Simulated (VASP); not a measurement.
# Pt (Im-3m) in VASP: further runs

Runs on Pt. Level: LDA. Tasks: single point.

Everything below comes from runs of VASP 6.6.1. Logs are shortened: lines on timing, memory, paths and dates and some standing lists are left out, and cuts for length are marked.

## Step 1: The cell of the first run

It takes space group Im-3m (No. 229, cubic). The conventional cell has a = 3.168 Å, b = 3.168 Å, c = 3.168 Å, α = 90.00°, β = 90.00°, γ = 90.00°. Pt (site symmetry m-3m) has 14 Pt at 2.74 to 3.17 Å within 3.6 Å.

This isn't the form of Pt at room conditions, which is fcc.

## Step 2: Single point, LDA

INCAR reads:

```
SYSTEM = Pt
PREC = Accurate
ENCUT = 500
EDIFF = 1E-6
ISMEAR = -1
SIGMA = 0.05
LREAL = .FALSE.
LASPH = .TRUE.
NELM = 120
ALGO = Normal
ISIF = 2
LWAVE = .FALSE.
LCHARG = .FALSE.
NBANDS = 11
GGA_COMPAT = .FALSE.
```

KPOINTS reads:

```
regular mesh
0
G
  9 9 9
  0 0 0
```

POSCAR reads:

```
Pt
1.0
   -1.5842200000      1.5842200000      1.5842200000
    1.5842200000     -1.5842200000      1.5842200000
    1.5842200000      1.5842200000     -1.5842200000
Pt
1
Direct
    0.0000000000      0.0000000000      0.0000000000
```

Potentials or basis: VASP PAW LDA potentials, release 64 (Pt).

On the command line:

```
cat potpaw_LDA.64/Pt/POTCAR > POTCAR
mpirun -np 1 vasp_std > vasp.out
```

OUTCAR:

```text
SYSTEM = Pt
   PREC = Accurate
   ENCUT = 500
   EDIFF = 1E-6
   ISMEAR = -1
   LREAL = .FALSE.
   LASPH = .TRUE.
   NELM = 120
   ISIF = 2

 ion  position               nearest neighbor table
   1  0.000  0.000  0.000-

  LATTYP: Found a body centered cubic cell.
 ALAT       =     3.1684400000

  Lattice vectors:

 A1 = (  -1.5842200000,   1.5842200000,   1.5842200000)
 A2 = (   1.5842200000,  -1.5842200000,   1.5842200000)
 A3 = (   1.5842200000,   1.5842200000,  -1.5842200000)

Analysis of symmetry for initial positions (statically):
=====================================================================
 Subroutine PRICEL returns:
 Original cell was already a primitive cell.

 Routine SETGRP: Setting up the symmetry group for a
 body centered cubic supercell.

 Subroutine GETGRP returns: Found 48 space group operations
 (whereof 48 operations were pure point group operations)
 out of a pool of 48 trial point group operations.

The static configuration has the point symmetry O_h .

Analysis of symmetry for dynamics (positions and initial velocities):
=====================================================================
 Subroutine PRICEL returns:
 Original cell was already a primitive cell.

 Routine SETGRP: Setting up the symmetry group for a
 body centered cubic supercell.

 Subroutine GETGRP returns: Found 48 space group operations
 (whereof 48 operations were pure point group operations)
 out of a pool of 48 trial point group operations.

The dynamic configuration has the point symmetry O_h .

 Subroutine INISYM returns: Found 48 space group operations
 (whereof 48 operations are pure point group operations),
 and found     1 'primitive' translations

----------------------------------------------------------------------------------------

                                     Primitive cell

  volume of cell :      15.9040

  direct lattice vectors                    reciprocal lattice vectors
    -1.584220000  1.584220000  1.584220000     0.000000000  0.315612731  0.315612731
     1.584220000 -1.584220000  1.584220000     0.315612731  0.000000000  0.315612731
     1.584220000  1.584220000 -1.584220000     0.315612731  0.315612731  0.000000000

  length of vectors
     2.743949530  2.743949530  2.743949530     0.446343804  0.446343804  0.446343804

  position of ions in fractional coordinates (direct lattice)
     0.000000000  0.000000000  0.000000000

  ion indices of the primitive-cell ions
   primitive index   ion index
                 1           1

----------------------------------------------------------------------------------------

 KPOINTS: regular mesh

Automatic generation of k-mesh.
 Grid dimensions read from file:
 generate k-points for:    9    9    9

 Generating k-lattice:

  Cartesian coordinates                     Fractional coordinates (reciprocal lattice)
     0.000000000  0.035068081  0.035068081     0.111111111  0.000000000  0.000000000
     0.035068081  0.000000000  0.035068081     0.000000000  0.111111111  0.000000000
     0.035068081  0.035068081  0.000000000     0.000000000  0.000000000  0.111111111

  Length of vectors
     0.049593756  0.049593756  0.049593756

  Shift w.r.t. Gamma in fractional coordinates (k-lattice)
     0.000000000  0.000000000  0.000000000

 Subroutine IBZKPT returns following result:
 ===========================================

 Found     35 irreducible k-points:

 Following reciprocal coordinates:
            Coordinates               Weight
  0.000000  0.000000  0.000000      1.000000
  0.111111  0.000000  0.000000     12.000000
  0.222222  0.000000  0.000000     12.000000
  0.333333  0.000000  0.000000     12.000000
  0.444444  0.000000  0.000000     12.000000
  0.111111  0.111111  0.000000     24.000000
[... 16 lines left out ...]
 -0.333333  0.444444  0.111111     48.000000
 -0.444444 -0.444444  0.111111     24.000000
 [... further k-points ...]
   k-points           NKPTS =     35   k-points in BZ     NKDIM =     35   number of bands    NBANDS=     11
   number of dos      NEDOS =    301   number of ions     NIONS =      1
   total plane-waves  NPLWV =   8000
   dimension x,y,z NGX =    20 NGY =   20 NGZ =   20
   dimension x,y,z NGXF=    40 NGYF=   40 NGZF=   40
   ions per type =               1
   NGX,Y,Z   is equivalent  to a cutoff of  12.12, 12.12, 12.12 a.u.
   NGXF,Y,Z  is equivalent  to a cutoff of  24.23, 24.23, 24.23 a.u.
 SYSTEM =  Pt
   PREC   = accura    normal or accurate (medium, high low for compatibility)
   ISTART =      0    job   : 0-new  1-cont  2-samecut
   ICHARG =      2    charge: 1-file 2-atom 10-const
   ISPIN  =      1    spin polarized calculation?
   LNONCOLLINEAR =      F non collinear calculations
   LSORBIT =      F    spin-orbit coupling
   LASPH  =      T    aspherical Exc in radial PAW
   ENCUT  =  500.0 eV  36.75 Ry    6.06 a.u.   5.00  5.00  5.00*2*pi/ulx,y,z
   NELM   =    120;   NELMIN=  2; NELMDL= -5     # of ELM steps
   EDIFF  = 0.1E-05   stopping-criterion for ELM
   LREAL  =      F    real-space projection
[... 7 lines left out ...]
   TEBEG  =    0.0;   TEEND  =   0.0 temperature during run
   PSTRESS=    0.0 pullay stress
   NELECT =      10.0000    total number of electrons
   NUPDOWN=      -1.0000    fix difference up-down
   EMIN   =  10.00;   EMAX   =-10.00  energy-range for DOS
   EFERMI =   0.00;   METHOD = LEGACY
   ISMEAR =    -1;   SIGMA  =   0.05  broadening in eV -4-tet -1-fermi 0-gaus
   EFERMI_NEDOS =   21; number of points for ismear=-14 and -15
   IALGO  =     38    algorithm
   IMIX   =      4    mixing-type and parameters
     AMIX     =   0.40;   BMIX     =  1.00
     AMIX_MAG =   1.60;   BMIX_MAG =  1.00
  volume/ion in A,a.u.               =      15.90       107.33
  Fermi-wavevector in a.u.,A,eV,Ry     =   1.402510  2.650360 26.763132  1.967035
  Thomas-Fermi vector in A             =   2.525265
   LORBIT       =      0    0 simple, 1 ext, 2 COOP (PROOUT), +10 PAW based schemes
   GGA     = CA    functional components
   LHFCALC =     F    Hartree Fock is set to
   AEXX    =    0.0000 exact exchange contribution
   IVDW    =     0    specifies the selected vdW correction
   LEPSILON=     F    determine dielectric tensor
   LRPA    =     F    only Hartree local field effects (RPA)
 non-spin polarized calculation
  energy-cutoff  :      500.00
  volume of cell :       15.90
 maximum number of plane-waves:       414
   NGX =  9   NGY =  9   NGZ =  9

 number of electron      10.0000000 magnetization

 Free energy of the ion-electron system (eV)
  ---------------------------------------------------
  ext. energy  EPLUGINS =         0.00000000
  ---------------------------------------------------
  free energy    TOTEN  =        -7.36022204 eV

  energy without entropy =       -7.34935061  energy(sigma->0) =       -7.35478633

 E-fermi :   9.8119     XC(G=0): -13.3785

 val. band max:        9.7781183570   @ k =  -0.3333   0.4444   0.2222
 cond. band min:       9.8262981540   @ k =   0.4444   0.1111   0.0000
 fundamental gap:      0.0481797970
 Fermi energy:         9.8119238616

 k-point     1 :       0.0000    0.0000    0.0000
  band No.  band energies     occupation
      1       0.4802      2.00000
      2       6.4507      2.00000
      3       6.4507      2.00000
      4       6.4507      2.00000
      5       8.9609      2.00000
      6       8.9609      2.00000
      7      27.0089      0.00000
      8      27.0089      0.00000
      9      27.0089      0.00000
     10      37.0215      0.00000
     11      37.0305      0.00000

 k-point     2 :       0.1111    0.0000    0.0000
  band No.  band energies     occupation
      1       0.9710      2.00000
      2       6.2637      2.00000
      3       6.4457      2.00000
      4       6.8456      2.00000
      5       8.7415      2.00000
      6       8.9753      2.00000
      7      27.1656      0.00000
      8      27.2619      0.00000
      9      27.7316      0.00000
     10      33.4405      0.00000
     11      33.6993      0.00000

 k-point     3 :       0.2222    0.0000    0.0000
  band No.  band energies     occupation
      1       2.2306      2.00000
      2       5.8203      2.00000
      3       6.4413      2.00000
      4       7.9529      2.00000
      5       8.5191      2.00000
      6       9.0370      2.00000
      7      25.3920      0.00000
      8      26.3993      0.00000
      9      29.7034      0.00000
     10      32.1621      0.00000
     11      32.3165      0.00000

 k-point     4 :       0.3333    0.0000    0.0000
  band No.  band energies     occupation
      1       3.2788      2.00000
      2       5.3602      2.00000
      3       7.2670      2.00000
      4       8.6858      2.00000
      5       9.1542      2.00000
      6       9.4838      1.99718
      7      20.9197      0.00000
      8      24.5525      0.00000
      9      28.5283      0.00000
     10      32.3596      0.00000
     11      33.2552      0.00000
[... 239 lines left out ...]
 k-point    22 :      -0.4444    0.4444    0.1111
  band No.  band energies     occupation
      1       3.8162      2.00000
      2       5.5012      2.00000
      3       7.3767      2.00000
      4       8.3754      2.00000
      5      10.6823      0.00000
      6      11.5126      0.00000
      7      17.0552      0.00000
      8      24.1375      0.00000
      9      25.0653      0.00000
     10      32.3886      0.00000
     11      35.3407      0.00000

 k-point    23 :      -0.3333    0.4444    0.1111
  band No.  band energies     occupation
      1       4.4182      2.00000
      2       5.7354      2.00000
      3       6.5077      2.00000
      4       8.1584      2.00000
      5       9.6609      1.90694
      6      11.8063      0.00000
      7      19.1093      0.00000
      8      22.9902      0.00000
      9      26.8465      0.00000
     10      30.3961      0.00000
     11      34.3370      0.00000

 k-point    24 :      -0.4444   -0.4444    0.1111
  band No.  band energies     occupation
      1       4.3688      2.00000
      2       5.7853      2.00000
      3       6.5755      2.00000
      4       8.2309      2.00000
      5      10.3005      0.00011
      6      14.2042      0.00000
      7      15.9525      0.00000
      8      21.9790      0.00000
      9      26.2776      0.00000
     10      31.4632      0.00000
     11      33.6258      0.00000

 [... further k-points ...]

------------------------ aborting loop because EDIFF is reached ----------------------------------------

  FORCE on cell =-STRESS in cart. coord.  units (eV):
  Direction    XX          YY          ZZ          XY          YZ          ZX
  --------------------------------------------------------------------------------------
  -------------------------------------------------------------------------------------
  Total       -1.5796582     -1.5796582     -1.5796582     -0.0000000     -0.0000000      0.0000000
  in kB     -159.1355621   -159.1355621   -159.1355621     -0.0000000     -0.0000000      0.0000000
  external PRESSURE =    -159.1355621 kB  Pullay stress =       0.0000000 kB

 VOLUME and BASIS-vectors are now :
 -----------------------------------------------------------------------------
  energy-cutoff  :      500.00
  volume of cell :       15.90
      direct lattice vectors                 reciprocal lattice vectors
    -1.584220000  1.584220000  1.584220000     0.000000000  0.315612731  0.315612731
     1.584220000 -1.584220000  1.584220000     0.315612731  0.000000000  0.315612731
     1.584220000  1.584220000 -1.584220000     0.315612731  0.315612731  0.000000000

 POSITION                                       TOTAL-FORCE (eV/Angst)
 -----------------------------------------------------------------------------------
      0.00000      0.00000      0.00000        -0.000000     -0.000000      0.000000
 -----------------------------------------------------------------------------------
    total drift:                               -0.000000     -0.000000      0.000000

  FREE ENERGIE OF THE ION-ELECTRON SYSTEM (eV)
  ---------------------------------------------------
  free  energy   TOTEN  =        -7.3602220434 eV

  energy  without entropy=       -7.3493506125  energy(sigma->0) =       -7.35478633
```

Wall time 2.6 s (1 thread of AMD EPYC 9R45 (Zen 5), shared host); peak memory 0.09 GiB.

Results:

- Free energy: -7.3602 eV
- Pressure: -15.9 GPa
- Band gap on the k mesh: zero (bands 5 and 6 overlap by 1.72 eV)

Caveat: the cell stands under tension; spin-orbit coupling is left out, which moves the levels of the heavy elements.

## Step 3: Single point, LDA

This run uses another cell than the first one, of 15.82 Å³/atom.

INCAR reads:

```
SYSTEM = Pt
ALGO = Normal ; EDIFF = 1E-6
ENCUT = 500 ; GGA_COMPAT = .False.
ISIF = 2 ; ISMEAR = -1
LASPH = .True. ; LCHARG = .True.
LELF = .True. ; LREAL = .False.
LVHAR = .True. ; LWAVE = .False.
NBANDS = 11 ; NELM = 120
PREC = Accurate ; SIGMA = 0.05
```

KPOINTS reads:

```
k-points
0
Gamma
  9 9 9
  0 0 0
```

POSCAR reads:

```
Pt
1.0
   -1.5815752205      1.5815752205      1.5815752205
    1.5815752205     -1.5815752205      1.5815752205
    1.5815752205      1.5815752205     -1.5815752205
Pt
1
Direct
    0.0000000000      0.0000000000      0.0000000000
```

Potentials or basis: VASP PAW LDA potentials, release 64 (Pt).

On the command line:

```
cat potpaw_LDA.64/Pt/POTCAR > POTCAR
mpirun -np 1 vasp_std > vasp.out
```

Run time: 2.9 s. Hardware: 1 thread of AMD EPYC 9R45 (Zen 5), shared host; peak memory 0.09 GiB.

Results (log left out):

```yaml
Free_energy: -7.3678 eV
Pressure: -14.9 GPa
Band_gap_on_the_k_mesh: zero (bands 5 and 6 overlap by 1.74 eV)
```

Levels at points of the mesh, in eV from the Fermi level:
```csv
k point,band 1,band 2,band 3,band 4,band 5,band 6,band 7,band 8,band 9,band 10
"(0.00, 0.00, 0.00)",-9.38,-3.39,-3.39,-3.39,-0.86,-0.86,17.20,17.20,17.20,27.27
```

Caveat: the cell stands under tension; spin-orbit coupling is left out, which moves the levels of the heavy elements.

## Step 4: Single point, LDA

This run uses another cell than the first one, of 15.98 Å³/atom.

INCAR reads:

```
ALGO = Normal ; EDIFF = 1E-6
ENCUT = 500 ; GGA = CA
GGA_COMPAT = F ; ISIF = 2
ISMEAR = -1 ; LASPH = T
LCHARG = F ; LREAL = F
LWAVE = F ; NBANDS = 11
NELM = 120 ; PREC = Accurate
SIGMA = 0.05
```

KPOINTS reads:

```
k-points
0
Gamma
  9 9 9
```

POSCAR reads:

```
Pt
1.0
   -1.5868559782      1.5868559782      1.5868559782
    1.5868559782     -1.5868559782      1.5868559782
    1.5868559782      1.5868559782     -1.5868559782
Pt
1
Direct
    0.0000000000      0.0000000000      0.0000000000
```

Potentials or basis: VASP PAW LDA potentials, release 64 (Pt).

On the command line:

```
cat potpaw_LDA.64/Pt/POTCAR > POTCAR
mpirun -np 1 vasp_std > vasp.out
```

OUTCAR:

```text
EDIFF = 1E-6
   ENCUT = 500
   GGA = CA
   ISIF = 2
   ISMEAR = -1
   LASPH = T
   LREAL = F
   NELM = 120
   PREC = Accurate

 ion  position               nearest neighbor table
   1  0.000  0.000  0.000-

  LATTYP: Found a body centered cubic cell.
 ALAT       =     3.1737119564

  Lattice vectors:

 A1 = (  -1.5868559782,   1.5868559782,   1.5868559782)
 A2 = (   1.5868559782,  -1.5868559782,   1.5868559782)
[... 513 lines left out ...]
     10      31.3429      0.00000
     11      33.4702      0.00000

 [... further k-points ...]

------------------------ aborting loop because EDIFF is reached ----------------------------------------

  FORCE on cell =-STRESS in cart. coord.  units (eV):
  Direction    XX          YY          ZZ          XY          YZ          ZX
  --------------------------------------------------------------------------------------
  -------------------------------------------------------------------------------------
  Total       -1.6888626     -1.6888626     -1.6888626      0.0000000      0.0000000      0.0000000
  in kB     -169.2904157   -169.2904157   -169.2904157      0.0000000      0.0000000      0.0000000
  external PRESSURE =    -169.2904157 kB  Pullay stress =       0.0000000 kB

 VOLUME and BASIS-vectors are now :
 -----------------------------------------------------------------------------
  energy-cutoff  :      500.00
  volume of cell :       15.98
      direct lattice vectors                 reciprocal lattice vectors
    -1.586855978  1.586855978  1.586855978     0.000000000  0.315088456  0.315088456
     1.586855978 -1.586855978  1.586855978     0.315088456  0.000000000  0.315088456
     1.586855978  1.586855978 -1.586855978     0.315088456  0.315088456  0.000000000

 POSITION                                       TOTAL-FORCE (eV/Angst)
 -----------------------------------------------------------------------------------
      0.00000      0.00000      0.00000        -0.000000      0.000000      0.000000
 -----------------------------------------------------------------------------------
    total drift:                               -0.000000     -0.000000      0.000000

  FREE ENERGIE OF THE ION-ELECTRON SYSTEM (eV)
  ---------------------------------------------------
  free  energy   TOTEN  =        -7.3521215888 eV

  energy  without entropy=       -7.3411629147  energy(sigma->0) =       -7.34664225
```

OSZICAR:

```text
N       E                     dE             d eps       ncg     rms          rms(c)
DAV:   1     0.384669833251E+02    0.38467E+02   -0.51571E+03   778   0.811E+02
DAV:   2    -0.714272733734E+01   -0.45610E+02   -0.43434E+02   875   0.173E+02
DAV:   3    -0.778156099324E+01   -0.63883E+00   -0.63597E+00   887   0.199E+01
DAV:   4    -0.778400566297E+01   -0.24447E-02   -0.24445E-02   881   0.141E+00
DAV:   5    -0.778402585603E+01   -0.20193E-04   -0.20191E-04   924   0.124E-01    0.108E+01
DAV:   6    -0.739181662827E+01    0.39221E+00   -0.97351E-01   815   0.755E+00    0.548E+00
DAV:   7    -0.735617424033E+01    0.35642E-01   -0.11629E-01   887   0.253E+00    0.234E+00
DAV:   8    -0.735234972356E+01    0.38245E-02   -0.45601E-03   845   0.643E-01    0.562E-01
DAV:   9    -0.735211868404E+01    0.23104E-03   -0.20976E-04   866   0.134E-01    0.119E-02
DAV:  10    -0.735212148624E+01   -0.28022E-05   -0.22208E-06   896   0.109E-02    0.251E-03
DAV:  11    -0.735212158877E+01   -0.10253E-06   -0.47745E-08   496   0.202E-03
   1 F= -.73521216E+01 E0= -.73466423E+01  d E =-.109587E-01
```

stdout:

```text
POSCAR found type information on POSCAR Pt
 POSCAR found :  1 types and       1 ions
 scaLAPACK will be used
 LDA part: xc-table for (Slater(with rela. corr.)+CA(PZ))
 , standard interpolation
 POSCAR, INCAR and KPOINTS ok, starting setup
 FFT: planning ... GRIDC
 FFT: planning ... GRID_SOFT
 FFT: planning ... GRID
 WAVECAR not read
 entering main loop
```

Wall time 2.6 s (1 thread of AMD EPYC 9R45 (Zen 5), shared host); peak memory 0.09 GiB.

What came out:

* Free energy: -7.3521 eV
* Pressure: -16.9 GPa
* Band gap on the k mesh: zero (bands 5 and 6 overlap by 1.71 eV)

Caveat: the cell stands under tension; spin-orbit coupling is left out, which moves the levels of the heavy elements.

## Step 5: The runs side by side

| cell | gap on the mesh (eV) | pressure (GPa) |
| --- | --- | --- |
| a = 2.744 Å, angles 109.5°, 1 atom | none | -15.9 |
| a = 2.739 Å, angles 109.5°, 1 atom | none | -14.9 |
| a = 2.749 Å, angles 109.5°, 1 atom | none | -16.9 |

Alike in all rows: task single point; level LDA; potentials or basis VASP PAW LDA potentials, release 64 (Pt); no spin polarisation; k mesh 9 × 9 × 9; cutoff (eV) 500; smearing fermi-dirac 0.05 eV.

Caveats: the cell stands under tension; spin-orbit coupling is left out, which moves the levels of the heavy elements.

Absolute energies hang on the potentials; compare differences alone.
